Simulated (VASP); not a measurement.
# Al (Fm-3m) in VASP: further runs

Runs on Al. Level: PBEsol. Tasks: single point, relaxation of cell and atoms.

Program: VASP 6.6.1. These are calculated values, not measurements. Logs are shortened: lines on timing, memory, paths and dates and some standing lists are left out, and cuts for length are marked.

### 1 The cell of the first run

It takes space group Fm-3m (No. 225, cubic). The conventional cell has a = 4.015 Å, b = 4.015 Å, c = 4.015 Å, α = 90.00°, β = 90.00°, γ = 90.00°. Within 3.7 Å of Al (site symmetry m-3m) lie 12 Al at 2.84 Å.

### 2 Single point, PBEsol

Input file INCAR:

```
SYSTEM = Al
PREC = Accurate ; ENCUT = 520
EDIFF = 1E-6 ; ISMEAR = 0
SIGMA = 0.1 ; LREAL = .FALSE.
LASPH = .TRUE. ; NELM = 60
ALGO = Fast ; ISIF = 2
LWAVE = .FALSE. ; LCHARG = .FALSE.
GGA = PS ; NBANDS = 8
```

Input file KPOINTS:

```
Automatic mesh
0
G
  18 18 18
  0 0 0
```

Input file POSCAR:

```
Al
1.0
    0.0000000000      2.0075591387      2.0075591387
    2.0075591387      0.0000000000      2.0075591387
    2.0075591387      2.0075591387      0.0000000000
Al
1
Direct
    0.0000000000      0.0000000000      0.0000000000
```

Potentials or basis: VASP PAW PBE potentials, release 64 (Al).

Run with:

```console
$ cat potpaw_PBE.64/Al/POTCAR > POTCAR
$ mpirun -np 1 vasp_std > vasp.out
```

OUTCAR:

```text
SYSTEM = Al
   PREC = Accurate
   ENCUT = 520
   EDIFF = 1E-6
   ISMEAR = 0
   LREAL = .FALSE.
   LASPH = .TRUE.
   NELM = 60
   ISIF = 2
   GGA = PS

 ion  position               nearest neighbor table
   1  0.000  0.000  0.000-

  LATTYP: Found a face centered cubic cell.
 ALAT       =     4.0151182774

  Lattice vectors:

 A1 = (   0.0000000000,   2.0075591387,   2.0075591387)
 A2 = (   2.0075591387,   0.0000000000,   2.0075591387)
 A3 = (   2.0075591387,   2.0075591387,   0.0000000000)

Analysis of symmetry for initial positions (statically):
=====================================================================
 Subroutine PRICEL returns:
 Original cell was already a primitive cell.

 Routine SETGRP: Setting up the symmetry group for a
 face centered cubic supercell.

 Subroutine GETGRP returns: Found 48 space group operations
 (whereof 48 operations were pure point group operations)
 out of a pool of 48 trial point group operations.

The static configuration has the point symmetry O_h .

Analysis of symmetry for dynamics (positions and initial velocities):
=====================================================================
 Subroutine PRICEL returns:
 Original cell was already a primitive cell.

 Routine SETGRP: Setting up the symmetry group for a
 face centered cubic supercell.

 Subroutine GETGRP returns: Found 48 space group operations
 (whereof 48 operations were pure point group operations)
 out of a pool of 48 trial point group operations.

The dynamic configuration has the point symmetry O_h .

 Subroutine INISYM returns: Found 48 space group operations
 (whereof 48 operations are pure point group operations),
 and found     1 'primitive' translations

----------------------------------------------------------------------------------------

                                     Primitive cell

  volume of cell :      16.1821

  direct lattice vectors                    reciprocal lattice vectors
     0.000000000  2.007559139  2.007559139    -0.249058666  0.249058666  0.249058666
     2.007559139  0.000000000  2.007559139     0.249058666 -0.249058666  0.249058666
     2.007559139  2.007559139  0.000000000     0.249058666  0.249058666 -0.249058666

  length of vectors
     2.839117361  2.839117361  2.839117361     0.431382263  0.431382263  0.431382263

  position of ions in fractional coordinates (direct lattice)
     0.000000000  0.000000000  0.000000000

  ion indices of the primitive-cell ions
   primitive index   ion index
                 1           1

----------------------------------------------------------------------------------------

 KPOINTS: Automatic mesh

Automatic generation of k-mesh.
 Grid dimensions read from file:
 generate k-points for:   18   18   18

 Generating k-lattice:

  Cartesian coordinates                     Fractional coordinates (reciprocal lattice)
    -0.013836593  0.013836593  0.013836593     0.055555556  0.000000000  0.000000000
     0.013836593 -0.013836593  0.013836593     0.000000000  0.055555556  0.000000000
     0.013836593  0.013836593 -0.013836593     0.000000000  0.000000000  0.055555556

  Length of vectors
     0.023965681  0.023965681  0.023965681

  Shift w.r.t. Gamma in fractional coordinates (k-lattice)
     0.000000000  0.000000000  0.000000000

 Subroutine IBZKPT returns following result:
 ===========================================

 Found    195 irreducible k-points:

 Following reciprocal coordinates:
            Coordinates               Weight
  0.000000  0.000000  0.000000      1.000000
  0.055556  0.000000  0.000000      8.000000
  0.111111  0.000000  0.000000      8.000000
  0.166667  0.000000  0.000000      8.000000
  0.222222  0.000000  0.000000      8.000000
  0.277778  0.000000  0.000000      8.000000
[... 16 lines left out ...]
 -0.277778  0.055556  0.000000     24.000000
 -0.222222  0.055556  0.000000     24.000000
 [... further k-points ...]
   k-points           NKPTS =    195   k-points in BZ     NKDIM =    195   number of bands    NBANDS=      8
   number of dos      NEDOS =    301   number of ions     NIONS =      1
   total plane-waves  NPLWV =  13824
   dimension x,y,z NGX =    24 NGY =   24 NGZ =   24
   dimension x,y,z NGXF=    48 NGYF=   48 NGZF=   48
   ions per type =               1
   NGX,Y,Z   is equivalent  to a cutoff of  14.05, 14.05, 14.05 a.u.
   NGXF,Y,Z  is equivalent  to a cutoff of  28.11, 28.11, 28.11 a.u.
 SYSTEM =  Al
   PREC   = accura    normal or accurate (medium, high low for compatibility)
   ISTART =      0    job   : 0-new  1-cont  2-samecut
   ICHARG =      2    charge: 1-file 2-atom 10-const
   ISPIN  =      1    spin polarized calculation?
   LNONCOLLINEAR =      F non collinear calculations
   LSORBIT =      F    spin-orbit coupling
   LASPH  =      T    aspherical Exc in radial PAW
   ENCUT  =  520.0 eV  38.22 Ry    6.18 a.u.   5.28  5.28  5.28*2*pi/ulx,y,z
   NELM   =     60;   NELMIN=  2; NELMDL= -5     # of ELM steps
   EDIFF  = 0.1E-05   stopping-criterion for ELM
   LREAL  =      F    real-space projection
[... 7 lines left out ...]
   TEBEG  =    0.0;   TEEND  =   0.0 temperature during run
   PSTRESS=    0.0 pullay stress
   NELECT =       3.0000    total number of electrons
   NUPDOWN=      -1.0000    fix difference up-down
   EMIN   =  10.00;   EMAX   =-10.00  energy-range for DOS
   EFERMI =   0.00;   METHOD = LEGACY
   ISMEAR =     0;   SIGMA  =   0.10  broadening in eV -4-tet -1-fermi 0-gaus
   EFERMI_NEDOS =   21; number of points for ismear=-14 and -15
   IALGO  =     68    algorithm
   IMIX   =      4    mixing-type and parameters
     AMIX     =   0.40;   BMIX     =  1.00
     AMIX_MAG =   1.60;   BMIX_MAG =  1.00
  volume/ion in A,a.u.               =      16.18       109.20
  Fermi-wavevector in a.u.,A,eV,Ry     =   0.933477  1.764016 11.855832  0.871379
  Thomas-Fermi vector in A             =   2.060182
   LORBIT       =      0    0 simple, 1 ext, 2 COOP (PROOUT), +10 PAW based schemes
   GGA     = PS    functional components
   LHFCALC =     F    Hartree Fock is set to
   AEXX    =    0.0000 exact exchange contribution
   IVDW    =     0    specifies the selected vdW correction
   LEPSILON=     F    determine dielectric tensor
   LRPA    =     F    only Hartree local field effects (RPA)
 non-spin polarized calculation
 RMM-DIIS sequential band-by-band and
 Gauss-broadening in eV      SIGMA  =   0.10
  energy-cutoff  :      520.00
  volume of cell :       16.18
 maximum number of plane-waves:       448
 NGX is ok and might be reduce to    24
   NGX = 11   NGY = 11   NGZ = 11

 number of electron       3.0000000 magnetization

 Free energy of the ion-electron system (eV)
  ---------------------------------------------------
  ext. energy  EPLUGINS =         0.00000000
  ---------------------------------------------------
  free energy    TOTEN  =        -4.09067735 eV

  energy without entropy =       -4.08768952  energy(sigma->0) =       -4.08918343

 E-fermi :   8.1445     XC(G=0): -10.3279

 val. band max:        8.1300186468   @ k =  -0.2778   0.2778   0.0556
 cond. band min:       8.1529990404   @ k =  -0.4444   0.3333   0.1111
 fundamental gap:      0.0229803936
 Fermi energy:         8.1444515131

 k-point     1 :       0.0000    0.0000    0.0000
  band No.  band energies     occupation
      1      -3.1109      2.00000
      2      20.8568      0.00000
      3      20.8568      0.00000
      4      20.8568      0.00000
      5      22.4963      0.00000
      6      22.4963      0.00000
      7      22.4963      0.00000
      8      24.7805      0.00000

 k-point     2 :       0.0556    0.0000    0.0000
  band No.  band energies     occupation
      1      -3.0259      2.00000
      2      19.3557      0.00000
      3      20.5634      0.00000
      4      20.5634      0.00000
      5      22.9229      0.00000
      6      22.9229      0.00000
      7      23.0438      0.00000
      8      25.6743      0.00000

 k-point     3 :       0.1111    0.0000    0.0000
  band No.  band energies     occupation
      1      -2.7713      2.00000
      2      17.1182      0.00000
      3      20.0645      0.00000
      4      20.0645      0.00000
      5      23.0951      0.00000
      6      23.7928      0.00000
      7      23.7928      0.00000
      8      26.2177      0.00000

 k-point     4 :       0.1667    0.0000    0.0000
  band No.  band energies     occupation
      1      -2.3480      2.00000
      2      14.8608      0.00000
      3      19.6234      0.00000
      4      19.6234      0.00000
      5      22.9250      0.00000
      6      24.3954      0.00000
      7      24.3954      0.00000
      8      25.5689      0.00000

 k-point     5 :       0.2222    0.0000    0.0000
  band No.  band energies     occupation
      1      -1.7576      2.00000
      2      12.6788      0.00000
      3      19.2976      0.00000
      4      19.2976      0.00000
      5      22.7484      0.00000
      6      23.5808      0.00000
      7      23.5808      0.00000
      8      26.5473      0.00000

 k-point     6 :       0.2778    0.0000    0.0000
  band No.  band energies     occupation
      1      -1.0021      2.00000
      2      10.6043      0.00000
      3      19.1031      0.00000
      4      19.1031      0.00000
      5      22.5737      0.00000
      6      22.5737      0.00000
      7      22.6451      0.00000
      8      26.6361      0.00000

 k-point     7 :       0.3333    0.0000    0.0000
  band No.  band energies     occupation
      1      -0.0843      2.00000
      2       8.6533      0.00000
      3      19.0455      0.00000
      4      19.0455      0.00000
      5      21.6602      0.00000
      6      21.6602      0.00000
      7      22.6550      0.00000
      8      25.6958      0.00000

 k-point     8 :       0.3889    0.0000    0.0000
  band No.  band energies     occupation
      1       0.9926      2.00000
      2       6.8353      2.00000
      3      19.1275      0.00000
      4      19.1275      0.00000
      5      20.8744      0.00000
      6      20.8744      0.00000
      7      22.7985      0.00000
      8      24.8560      0.00000

 k-point     9 :       0.4444    0.0000    0.0000
  band No.  band energies     occupation
      1       2.2237      2.00000
      2       5.1585      2.00000
      3      19.3502      0.00000
      4      19.3502      0.00000
      5      20.2268      0.00000
      6      20.2268      0.00000
      7      23.0813      0.00000
      8      24.1438      0.00000

 k-point    10 :       0.5000    0.0000    0.0000
  band No.  band energies     occupation
      1       3.4819      2.00000
      2       3.7517      2.00000
      3      19.6782      0.00000
      4      19.6782      0.00000
      5      19.7567      0.00000
      6      19.7567      0.00000
      7      23.4005      0.00000
      8      23.6796      0.00000
[... 78 lines left out ...]
 k-point    18 :       0.4444    0.0556    0.0000
  band No.  band energies     occupation
      1       1.8694      2.00000
      2       5.7716      2.00000
      3      18.1585      0.00000
      4      18.7434      0.00000
      5      19.5947      0.00000
      6      21.6562      0.00000
      7      23.9411      0.00000
      8      24.9523      0.00000

 k-point    19 :       0.5000    0.0556    0.0000
  band No.  band energies     occupation
      1       3.1909      2.00000
      2       4.2026      2.00000
      3      18.1837      0.00000
      4      18.4766      0.00000
      5      19.9216      0.00000
      6      21.1043      0.00000
      7      24.3116      0.00000
      8      24.3419      0.00000

 k-point    20 :      -0.4444    0.0556    0.0000
  band No.  band energies     occupation
      1       2.7382      2.00000
      2       4.7047      2.00000
      3      17.7650      0.00000
      4      18.9383      0.00000
      5      20.3965      0.00000
      6      20.6918      0.00000
      7      23.8585      0.00000
      8      24.8316      0.00000

 k-point    21 :      -0.3889    0.0556    0.0000
  band No.  band energies     occupation
      1       1.4592      2.00000
      2       6.3298      2.00000
      3      17.4914      0.00000
      4      19.5434      0.00000
      5      20.4197      0.00000
      6      21.0138      0.00000
      7      23.5234      0.00000
      8      25.4785      0.00000

 k-point    22 :      -0.3333    0.0556    0.0000
  band No.  band energies     occupation
      1       0.3309      2.00000
      2       8.0995      1.47535
      3      17.3637      0.00000
      4      20.2599      0.00000
      5      20.3173      0.00000
      6      21.7668      0.00000
      7      23.3323      0.00000
      8      26.2361      0.00000

 k-point    23 :      -0.2778    0.0556    0.0000
  band No.  band energies     occupation
      1      -0.6398      2.00000
      2      10.0036      0.00000
      3      17.3817      0.00000
      4      20.2882      0.00000
      5      21.1774      0.00000
      6      22.6369      0.00000
      7      23.2869      0.00000
      8      27.0339      0.00000

 k-point    24 :      -0.2222    0.0556    0.0000
  band No.  band energies     occupation
      1      -1.4493      2.00000
      2      12.0319      0.00000
      3      17.5450      0.00000
      4      20.4238      0.00000
      5      22.1828      0.00000
      6      23.2654      0.00000
      7      23.7078      0.00000
      8      25.9188      0.00000

 [... further k-points ...]

------------------------ aborting loop because EDIFF is reached ----------------------------------------

  FORCE on cell =-STRESS in cart. coord.  units (eV):
  Direction    XX          YY          ZZ          XY          YZ          ZX
  --------------------------------------------------------------------------------------
  -------------------------------------------------------------------------------------
  Total        0.0059001      0.0059001      0.0059001      0.0000000      0.0000000     -0.0000000
  in kB        0.5841653      0.5841653      0.5841653      0.0000000      0.0000000     -0.0000000
  external PRESSURE =       0.5841653 kB  Pullay stress =       0.0000000 kB

 VOLUME and BASIS-vectors are now :
 -----------------------------------------------------------------------------
  energy-cutoff  :      520.00
  volume of cell :       16.18
      direct lattice vectors                 reciprocal lattice vectors
     0.000000000  2.007559139  2.007559139    -0.249058666  0.249058666  0.249058666
     2.007559139  0.000000000  2.007559139     0.249058666 -0.249058666  0.249058666
     2.007559139  2.007559139  0.000000000     0.249058666  0.249058666 -0.249058666

 POSITION                                       TOTAL-FORCE (eV/Angst)
 -----------------------------------------------------------------------------------
      0.00000      0.00000      0.00000         0.000000      0.000000      0.000000
 -----------------------------------------------------------------------------------
    total drift:                                0.000000      0.000000     -0.000000

  FREE ENERGIE OF THE ION-ELECTRON SYSTEM (eV)
  ---------------------------------------------------
  free  energy   TOTEN  =        -4.0906773452 eV

  energy  without entropy=       -4.0876895227  energy(sigma->0) =       -4.08918343
```

Wall time 55 s (1 thread of AMD EPYC 7R13, shared host); peak memory 0.11 GiB.

Results:

| Item | Value |
| --- | --- |
| Free energy | -4.0907 eV |
| Pressure | 0.1 GPa |

Caveat: the PAW data sets were made with another functional, which shifts forces and pressure a little.

### 3 Relaxation of cell and atoms, PBEsol

This run uses another cell than the first one, of 16.60 Å³/atom, 1.026 times its volume.

Input file INCAR:

```
SYSTEM = Al
ALGO = Normal
EDIFF = 1E-7
EDIFFG = -0.002
ENCUT = 600
GGA = PS
IBRION = 2
ISIF = 3
ISMEAR = 0
LASPH = .TRUE.
LCHARG = .FALSE.
LREAL = .FALSE.
LWAVE = .FALSE.
NELM = 60
NSW = 100
PREC = Accurate
SIGMA = 0.1
```

Input file KPOINTS:

```
k-points
0
G
  18 18 18
  0 0 0
```

Input file POSCAR:

```
Al
1.0
    0.0000000000      2.0248050000      2.0248050000
    2.0248050000      0.0000000000      2.0248050000
    2.0248050000      2.0248050000      0.0000000000
Al
1
Direct
    0.0000000000      0.0000000000      0.0000000000
```

Potentials or basis: VASP PAW PBE potentials, release 64 (Al).

Run with:

```console
$ cat potpaw_PBE.64/Al/POTCAR > POTCAR
$ mpirun -np 1 vasp_std > vasp.out
```

Run time: 65 s. Hardware: 1 thread of AMD EPYC 7R13, shared host; peak memory 0.12 GiB.

The run converged. Its results:

| Quantity | Value |
| --- | --- |
| Free energy | -4.0908 eV |
| Relaxed volume | 16.19 Å³/atom |
| Relaxed cell | a = 2.840 Å, b = 2.840 Å, c = 2.840 Å, α = 60.00°, β = 60.00°, γ = 60.00° |
| Space group after relaxing (to 0.05 Å) | Fm-3m (No. 225) |
| Energy gained by relaxing | 2.5 meV/atom |
| Ionic steps | 3 |
| Pressure after relaxing | 0.0 GPa |

The path:
| step | energy change (eV) | largest force (eV/Å) | pressure (GPa) | volume (Å³) |
| --- | --- | --- | --- | --- |
| 1 | 0.0000 | 0.0000 | -1.90 | 16.60 |
| 2 | -0.0024 | 0.0000 | 0.31 | 16.13 |
| 3 | -0.0025 | 0.0000 | 0.00 | 16.19 |

Final structure:
```xyz
1
Lattice="0.0000 2.0080 2.0080 2.0080 0.0000 2.0080 2.0080 2.0080 0.0000" Properties=species:S:1:pos:R:3 pbc="T T T"
Al    0.0000    0.0000    0.0000
```

Levels at points of the mesh, in eV from the Fermi level:
| k point | band 1 | band 2 | band 3 | band 4 | band 5 |
| --- | --- | --- | --- | --- | --- |
| (0.00, 0.00, 0.00) | -11.25 | 12.71 | 12.71 | 12.71 | 14.34 |
| (0.50, 0.00, 0.00) | -4.66 | -4.39 | 11.53 | 11.54 | 11.60 |
| (0.50, 0.50, 0.00) | -2.95 | -1.60 | 5.27 | 5.68 | 5.68 |

Caveat: the PAW data sets were made with another functional, which shifts forces and pressure a little.
